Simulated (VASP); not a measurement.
# Ba (P6/mmm) in VASP: further runs

Runs on Ba. Level: PBEsol. Tasks: single point.

Program: VASP 6.6.1. These are calculated values, not measurements. Logs are shortened: lines on timing, memory, paths and dates and some standing lists are left out, and cuts for length are marked.

### 1 The cell of the first run

Symmetry: P6/mmm, No. 191, hexagonal system. Conventional cell: a = 6.996 Å, b = 6.996 Å, c = 3.909 Å, α = 90.00°, β = 90.00°, γ = 120.00°. Within 5.1 Å of Ba (site symmetry -6m2) lie 5 Ba at 3.91 to 4.04 Å.

This isn't the form of Ba at room conditions, which is bcc.

### 2 Single point, PBEsol

INCAR

```
ALGO     = Normal         # electronic algorithm
EDIFF    = 1E-6           # SCF threshold, eV
ENCUT    = 500            # plane-wave cutoff, eV
GGA      = PS             # functional
GGA_COMPAT= False        
ISIF     = 2              # what is computed and relaxed
ISMEAR   = -1             # smearing method
ISYM     = -1           
LASPH    = True           # aspherical terms in the spheres
LCHARG   = True           # write CHGCAR
LELF     = True           # ELF
LREAL    = False          # projectors in reciprocal space
LVHAR    = True         
LWAVE    = False          # write WAVECAR
NBANDS   = 17             # bands
NELM     = 120            # most SCF steps
PREC     = Accurate       # precision mode
SIGMA    = 0.15           # smearing width, eV
```

KPOINTS

```
explicit points
48
Reciprocal
  0.12500000   0.12500000   0.08333333 2
  0.12500000   0.12500000   0.25000000 2
  0.12500000   0.12500000   0.41666667 2
  0.12500000   0.12500000   0.58333333 2
  0.12500000   0.12500000   0.75000000 2
  0.12500000   0.12500000   0.91666667 2
  0.12500000   0.37500000   0.08333333 2
  0.12500000   0.37500000   0.25000000 2
  0.12500000   0.37500000   0.41666667 2
  0.12500000   0.37500000   0.58333333 2
  0.12500000   0.37500000   0.75000000 2
  0.12500000   0.37500000   0.91666667 2
  0.12500000   0.62500000   0.08333333 2
  0.12500000   0.62500000   0.25000000 2
  0.12500000   0.62500000   0.41666667 2
  0.12500000   0.62500000   0.58333333 2
  0.12500000   0.62500000   0.75000000 2
  0.12500000   0.62500000   0.91666667 2
  0.12500000   0.87500000   0.08333333 2
  0.12500000   0.87500000   0.25000000 2
  0.12500000   0.87500000   0.41666667 2
  0.12500000   0.87500000   0.58333333 2
  0.12500000   0.87500000   0.75000000 2
  0.12500000   0.87500000   0.91666667 2
  0.37500000   0.12500000   0.08333333 2
  0.37500000   0.12500000   0.25000000 2
  0.37500000   0.12500000   0.41666667 2
  0.37500000   0.12500000   0.58333333 2
  0.37500000   0.12500000   0.75000000 2
  0.37500000   0.12500000   0.91666667 2
  0.37500000   0.37500000   0.08333333 2
  0.37500000   0.37500000   0.25000000 2
  0.37500000   0.37500000   0.41666667 2
  0.37500000   0.37500000   0.58333333 2
  0.37500000   0.37500000   0.75000000 2
  0.37500000   0.37500000   0.91666667 2
  0.37500000   0.62500000   0.08333333 2
  0.37500000   0.62500000   0.25000000 2
  0.37500000   0.62500000   0.41666667 2
  0.37500000   0.62500000   0.58333333 2
  0.37500000   0.62500000   0.75000000 2
  0.37500000   0.62500000   0.91666667 2
  0.37500000   0.87500000   0.08333333 2
  0.37500000   0.87500000   0.25000000 2
  0.37500000   0.87500000   0.41666667 2
  0.37500000   0.87500000   0.58333333 2
  0.37500000   0.87500000   0.75000000 2
  0.37500000   0.87500000   0.91666667 2
```

POSCAR

```
Ba
1.0
    6.9960670700      0.0000000000      0.0000000000
   -3.4980335350      6.0587718092      0.0000000000
    0.0000000000      0.0000000000      3.9093935500
Ba
2
Direct
    0.3333333333      0.6666666667      0.5000000000
    0.6666666667      0.3333333333      0.5000000000
```

Potentials or basis: VASP PAW PBE potentials, release 64 (Ba_sv).

On the command line:

```sh
> cat potpaw_PBE.64/Ba_sv/POTCAR > POTCAR
> mpirun -np 1 vasp_std > vasp.out
```

OUTCAR:

```text
EDIFF = 1E-6
   ENCUT = 500
   GGA = PS
   ISIF = 2
   ISMEAR = -1
   ISYM = -1
   LASPH = True
   LREAL = False
   NELM = 120
   PREC = Accurate

 ion  position               nearest neighbor table
   1  0.333  0.667  0.500-   2 4.04   2 4.04   2 4.04
   2  0.667  0.333  0.500-   1 4.04   1 4.04   1 4.04

IMPORTANT INFORMATION: All symmetrisations will be switched off!
NOSYMM: (Re-)initialisation of all symmetry stuff for point group C_1.

----------------------------------------------------------------------------------------

                                     Primitive cell

  volume of cell :     165.7097

  direct lattice vectors                    reciprocal lattice vectors
     6.996067070  0.000000000  0.000000000     0.142937452  0.082524976  0.000000000
    -3.498033535  6.058771809  0.000000000     0.000000000  0.165049953  0.000000000
     0.000000000  0.000000000  3.909393550     0.000000000  0.000000000  0.255794150

  length of vectors
     6.996067070  6.996067070  3.909393550     0.165049953  0.165049953  0.255794150

  position of ions in fractional coordinates (direct lattice)
     0.333333333  0.666666667  0.500000000
     0.666666667  0.333333333  0.500000000

  ion indices of the primitive-cell ions
   primitive index   ion index
                 1           1
                 2           2

----------------------------------------------------------------------------------------

 KPOINTS: explicit points

Read explicit list of k-points.

 Found     48 k-points:

 Following reciprocal coordinates:
            Coordinates               Weight
  0.125000  0.125000  0.083333      0.020833
  0.125000  0.125000  0.250000      0.020833
  0.125000  0.125000  0.416667      0.020833
  0.125000  0.125000  0.583333      0.020833
  0.125000  0.125000  0.750000      0.020833
  0.125000  0.125000  0.916667      0.020833
[... 16 lines left out ...]
  0.125000  0.875000  0.750000      0.020833
  0.125000  0.875000  0.916667      0.020833
 [... further k-points ...]
   k-points           NKPTS =     48   k-points in BZ     NKDIM =     48   number of bands    NBANDS=     17
   number of dos      NEDOS =    301   number of ions     NIONS =      2
   total plane-waves  NPLWV =  87480
   dimension x,y,z NGX =    54 NGY =   54 NGZ =   30
   dimension x,y,z NGXF=   108 NGYF=  108 NGZF=   60
   ions per type =               2
   NGX,Y,Z   is equivalent  to a cutoff of  12.83, 12.83, 12.76 a.u.
   NGXF,Y,Z  is equivalent  to a cutoff of  25.66, 25.66, 25.51 a.u.
 SYSTEM =  unknown system
   PREC   = accura    normal or accurate (medium, high low for compatibility)
   ISTART =      0    job   : 0-new  1-cont  2-samecut
   ICHARG =      2    charge: 1-file 2-atom 10-const
   ISPIN  =      1    spin polarized calculation?
   LNONCOLLINEAR =      F non collinear calculations
   LSORBIT =      F    spin-orbit coupling
   LASPH  =      T    aspherical Exc in radial PAW
   ENCUT  =  500.0 eV  36.75 Ry    6.06 a.u.  12.76 12.76  7.13*2*pi/ulx,y,z
   NELM   =    120;   NELMIN=  2; NELMDL= -5     # of ELM steps
   EDIFF  = 0.1E-05   stopping-criterion for ELM
   LREAL  =      F    real-space projection
   EDIFFG = 0.1E-04   stopping-criterion for IOM
   NSW    =      0    number of steps for IOM
   IBRION =     -1    ionic relax: 0-MD 1-quasi-New 2-CG
   NFREE  =      0    steps in history (QN), initial steepest desc. (CG)
   ISIF   =      2    stress and relaxation
   ISYM   =     -1    0-nonsym 1-usesym 2-fastsym
   POTIM  = 0.5000    time-step for ionic-motion
   TEBEG  =    0.0;   TEEND  =   0.0 temperature during run
   PSTRESS=    0.0 pullay stress
   NELECT =      20.0000    total number of electrons
   NUPDOWN=      -1.0000    fix difference up-down
   EMIN   =  10.00;   EMAX   =-10.00  energy-range for DOS
   EFERMI =   0.00;   METHOD = LEGACY
   ISMEAR =    -1;   SIGMA  =   0.15  broadening in eV -4-tet -1-fermi 0-gaus
   EFERMI_NEDOS =   21; number of points for ismear=-14 and -15
   IALGO  =     38    algorithm
   IMIX   =      4    mixing-type and parameters
     AMIX     =   0.40;   BMIX     =  1.00
     AMIX_MAG =   1.60;   BMIX_MAG =  1.00
  volume/ion in A,a.u.               =      82.85       559.13
  Fermi-wavevector in a.u.,A,eV,Ry     =   0.809038  1.528860  8.905588  0.654542
  Thomas-Fermi vector in A             =   1.917955
   LORBIT       =      0    0 simple, 1 ext, 2 COOP (PROOUT), +10 PAW based schemes
   GGA     = PS    functional components
   LHFCALC =     F    Hartree Fock is set to
   AEXX    =    0.0000 exact exchange contribution
   IVDW    =     0    specifies the selected vdW correction
   LEPSILON=     F    determine dielectric tensor
   LRPA    =     F    only Hartree local field effects (RPA)
 non-spin polarized calculation
  energy-cutoff  :      500.00
  volume of cell :      165.71
 maximum number of plane-waves:      4235
 NGX is ok and might be reduce to    54
   NGX = 25   NGY = 25   NGZ = 15

 number of electron      20.0000003 magnetization

 Free energy of the ion-electron system (eV)
  ---------------------------------------------------
  ext. energy  EPLUGINS =         0.00000000
  ---------------------------------------------------
  free energy    TOTEN  =        -2.93050435 eV

  energy without entropy =       -2.55781970  energy(sigma->0) =       -2.74416202

 E-fermi :   0.4773     XC(G=0):  -6.4799

 val. band max:        0.4703171065   @ k =   0.3750   0.6250   0.2500
 cond. band min:       0.4927481005   @ k =   0.1250   0.6250   0.9167
 fundamental gap:      0.0224309940
 Fermi energy:         0.4772627606

 k-point     1 :       0.1250    0.1250    0.0833
  band No.  band energies     occupation
      1     -28.7635      2.00000
      2     -28.7080      2.00000
      3     -14.1555      2.00000
      4     -14.1094      2.00000
      5     -13.7831      2.00000
      6     -13.7325      2.00000
[... 9 lines left out ...]
     16       3.1481      0.00000
     17       3.4085      0.00000

 k-point     2 :       0.1250    0.1250    0.2500
  band No.  band energies     occupation
      1     -28.7353      2.00000
      2     -28.6805      2.00000
      3     -14.1114      2.00000
      4     -14.0665      2.00000
      5     -13.8986      2.00000
      6     -13.8134      2.00000
[... 9 lines left out ...]
     16       2.5654      0.00000
     17       2.7610      0.00000

 k-point     3 :       0.1250    0.1250    0.4167
  band No.  band energies     occupation
      1     -28.7067      2.00000
      2     -28.6527      2.00000
      3     -14.2144      2.00000
      4     -14.1151      2.00000
      5     -14.0665      2.00000
      6     -14.0225      2.00000
[... 9 lines left out ...]
     16       2.7148      0.00000
     17       2.8892      0.00000

 k-point     4 :       0.1250    0.1250    0.5833
  band No.  band energies     occupation
      1     -28.7067      2.00000
      2     -28.6527      2.00000
      3     -14.2144      2.00000
      4     -14.1151      2.00000
      5     -14.0665      2.00000
      6     -14.0225      2.00000
[... 9 lines left out ...]
     16       2.7150      0.00000
     17       2.9098      0.00000

 k-point     5 :       0.1250    0.1250    0.7500
  band No.  band energies     occupation
      1     -28.7353      2.00000
      2     -28.6805      2.00000
      3     -14.1114      2.00000
      4     -14.0665      2.00000
      5     -13.8986      2.00000
      6     -13.8134      2.00000
[... 9 lines left out ...]
     16       2.5654      0.00000
     17       2.7616      0.00000

 k-point     6 :       0.1250    0.1250    0.9167
  band No.  band energies     occupation
      1     -28.7635      2.00000
      2     -28.7080      2.00000
      3     -14.1555      2.00000
      4     -14.1094      2.00000
      5     -13.7831      2.00000
      6     -13.7325      2.00000
[... 9 lines left out ...]
     16       3.1481      0.00000
     17       3.4085      0.00000

 k-point     7 :       0.1250    0.3750    0.0833
  band No.  band energies     occupation
      1     -28.7474      2.00000
      2     -28.7244      2.00000
      3     -14.1776      2.00000
      4     -14.0352      2.00000
      5     -13.8610      2.00000
      6     -13.7078      2.00000
[... 9 lines left out ...]
     16       2.9819      0.00000
     17       3.5650      0.00000

 k-point     8 :       0.1250    0.3750    0.2500
  band No.  band energies     occupation
      1     -28.7193      2.00000
      2     -28.6966      2.00000
      3     -14.1327      2.00000
      4     -13.9942      2.00000
      5     -13.8757      2.00000
      6     -13.8379      2.00000
[... 9 lines left out ...]
     16       2.7629      0.00000
     17       2.9076      0.00000
[... 203 lines left out ...]
      1     -28.7679      2.00000
      2     -28.7035      2.00000
      3     -14.1462      2.00000
      4     -14.1305      2.00000
      5     -13.7601      2.00000
      6     -13.7431      2.00000
[... 9 lines left out ...]
     16       3.2174      0.00000
     17       3.2874      0.00000

 k-point    20 :       0.1250    0.8750    0.2500
  band No.  band energies     occupation
      1     -28.7396      2.00000
      2     -28.6761      2.00000
      3     -14.1025      2.00000
      4     -14.0872      2.00000
      5     -13.9051      2.00000
      6     -13.8067      2.00000
[... 9 lines left out ...]
     16       2.5522      0.00000
     17       2.6072      0.00000

 k-point    21 :       0.1250    0.8750    0.4167
  band No.  band energies     occupation
      1     -28.7109      2.00000
      2     -28.6484      2.00000
      3     -14.2222      2.00000
      4     -14.1071      2.00000
      5     -14.0580      2.00000
      6     -14.0429      2.00000
[... 9 lines left out ...]
     16       2.4108      0.00001
     17       2.7306      0.00000

 k-point    22 :       0.1250    0.8750    0.5833
  band No.  band energies     occupation
      1     -28.7109      2.00000
      2     -28.6484      2.00000
      3     -14.2222      2.00000
      4     -14.1071      2.00000
      5     -14.0580      2.00000
      6     -14.0429      2.00000
[... 9 lines left out ...]
     16       2.4108      0.00001
     17       2.7490      0.00000

 k-point    23 :       0.1250    0.8750    0.7500
  band No.  band energies     occupation
      1     -28.7396      2.00000
      2     -28.6761      2.00000
      3     -14.1025      2.00000
      4     -14.0872      2.00000
      5     -13.9051      2.00000
      6     -13.8067      2.00000
[... 9 lines left out ...]
     16       2.5522      0.00000
     17       2.6072      0.00000

 k-point    24 :       0.1250    0.8750    0.9167
  band No.  band energies     occupation
      1     -28.7679      2.00000
      2     -28.7035      2.00000
      3     -14.1462      2.00000
      4     -14.1305      2.00000
      5     -13.7601      2.00000
      6     -13.7431      2.00000
[... 9 lines left out ...]
     16       3.2174      0.00000
     17       3.2874      0.00000

 [... further k-points ...]

------------------------ aborting loop because EDIFF is reached ----------------------------------------

  FORCE on cell =-STRESS in cart. coord.  units (eV):
  Direction    XX          YY          ZZ          XY          YZ          ZX
  --------------------------------------------------------------------------------------
  -------------------------------------------------------------------------------------
  Total        0.0202410      0.0133039     -0.2191271     -0.0059858     -0.0000203     -0.0000079
  in kB        0.1957019      0.1286301     -2.1186472     -0.0578737     -0.0001959     -0.0000760
  external PRESSURE =      -0.5981051 kB  Pullay stress =       0.0000000 kB

 VOLUME and BASIS-vectors are now :
 -----------------------------------------------------------------------------
  energy-cutoff  :      500.00
  volume of cell :      165.71
      direct lattice vectors                 reciprocal lattice vectors
     6.996067070  0.000000000  0.000000000     0.142937452  0.082524976  0.000000000
    -3.498033535  6.058771809  0.000000000     0.000000000  0.165049953  0.000000000
     0.000000000  0.000000000  3.909393550     0.000000000  0.000000000  0.255794150

 POSITION                                       TOTAL-FORCE (eV/Angst)
 -----------------------------------------------------------------------------------
     -0.00000      4.03918      1.95470         0.000918     -0.000516     -0.000003
      3.49803      2.01959      1.95470        -0.000918      0.000516      0.000003
 -----------------------------------------------------------------------------------
    total drift:                                0.000016     -0.000010     -0.000001

  FREE ENERGIE OF THE ION-ELECTRON SYSTEM (eV)
  ---------------------------------------------------
  free  energy   TOTEN  =        -2.9305043457 eV

  energy  without entropy=       -2.5578196958  energy(sigma->0) =       -2.74416202
```

Run time: 88 s. Hardware: 1 thread of Intel Xeon 8259CL, shared host; peak memory 0.33 GiB.

What came out:

| Quantity | Value |
| --- | --- |
| Free energy | -2.9305 eV |
| Pressure | -0.1 GPa |
| Band gap on the k mesh | zero (bands 10 and 11 overlap by 0.72 eV) |

Caveat: the PAW data sets were made with another functional, which shifts forces and pressure a little; spin-orbit coupling is left out, which moves the levels of the heavy elements.

### 3 Single point, PBEsol

INCAR

```
PREC     = Accurate       # precision mode
ENCUT    = 500            # plane-wave cutoff, eV
EDIFF    = 1E-6           # SCF threshold, eV
ISMEAR   = -1             # smearing method
SIGMA    = 0.15           # smearing width, eV
LREAL    = False          # projectors in reciprocal space
LASPH    = True           # aspherical terms in the spheres
NELM     = 120            # most SCF steps
ALGO     = Normal         # electronic algorithm
ISIF     = 2              # what is computed and relaxed
LWAVE    = False          # write WAVECAR
LCHARG   = False          # write CHGCAR
GGA      = PS             # functional
ISYM     = -1           
NBANDS   = 17             # bands
GGA_COMPAT= False
```

KPOINTS is that of step 2.

POSCAR is that of step 2.

Potentials or basis: VASP PAW PBE potentials, release 64 (Ba_sv).

On the command line:

```sh
> cat potpaw_PBE.64/Ba_sv/POTCAR > POTCAR
> mpirun -np 1 vasp_std > vasp.out
```

It took 92 s on 1 thread of Intel Xeon 8259CL, shared host; peak memory 0.33 GiB.

The run converged. Its results:

```
Free energy            : -2.9305 eV
Pressure               : -0.1 GPa
Band gap on the k mesh : zero (bands 10 and 11 overlap by 0.72 eV)
```

Stress tensor (GPa, compression positive):
```
 0.02 -0.01  0.00
-0.01  0.01  0.00
 0.00  0.00 -0.21
```

Levels at points of the mesh, in eV from the Fermi level:
| k point | band 6 | band 7 | band 8 | band 9 | band 10 | band 11 | band 12 | band 13 | band 14 | band 15 |
| --- | --- | --- | --- | --- | --- | --- | --- | --- | --- | --- |
| (0.12, 0.12, 0.08) | -14.21 | -14.03 | -13.96 | -1.90 | 0.11 | 0.27 | 0.38 | 0.75 | 0.98 | 1.19 |

Caveat: the PAW data sets were made with another functional, which shifts forces and pressure a little; spin-orbit coupling is left out, which moves the levels of the heavy elements.

The gap in the log of VASP goes by the Fermi energy; the results here count the filled bands.